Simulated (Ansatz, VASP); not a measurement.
**One calculation of H6Os, two programs**

```
CELL_PARAMETERS angstrom
0.00000 2.84560 2.84560
2.84560 0.00000 2.84560
2.84560 2.84560 0.00000
ATOMIC_POSITIONS crystal
H 0.69870 0.30130 0.30130
H 0.30130 0.69870 0.69870
H 0.30130 0.69870 0.30130
H 0.69870 0.30130 0.69870
H 0.30130 0.30130 0.69870
H 0.69870 0.69870 0.30130
Os 0.00000 0.00000 0.00000
```

Change from the starting cell: ordered vacancies on the cation sites of rhenium trioxide (Fm-3m, No. 225).

Alike in both runs: functional PBE; k mesh 4 × 4 × 4; occupations gaussian, width 0.1 eV; no spin polarisation.

Ansatz relaxed the structure, and its values are those at the end. VASP's run is a single point on that final structure, the one shown.

|  | VASP | Ansatz |
| --- | --- | --- |
| version | VASP 6.6.1 | Ansatz 0.2.0 |
| potentials or method | VASP PAW PBE potentials, release 64 (H, Os), cutoff 520 eV | scalar-relativistic, plane waves, PAW |
| valence electrons in the cell | 14 | 22 |

VASP gave:

* gap on the k mesh at the Fermi level (eV): none
* pressure (GPa): 0.3
* rms of the force components (eV/Å): 0.040

**Question.** Which values does Ansatz return?

**Answer.** gap on the k mesh at the Fermi level (eV): none; pressure (GPa): 0.1; rms of the force components (eV/Å): 0.012.

A gap of «none» marks a metal or a gap that the smearing closes. VASP's potentials hold 14 valence electrons a cell and Ansatz's 22, so a difference there can come from the potentials and not from the codes.

The k mesh is coarse, so the values compare programs but aren't converged. Neither program's run includes spin-orbit coupling.
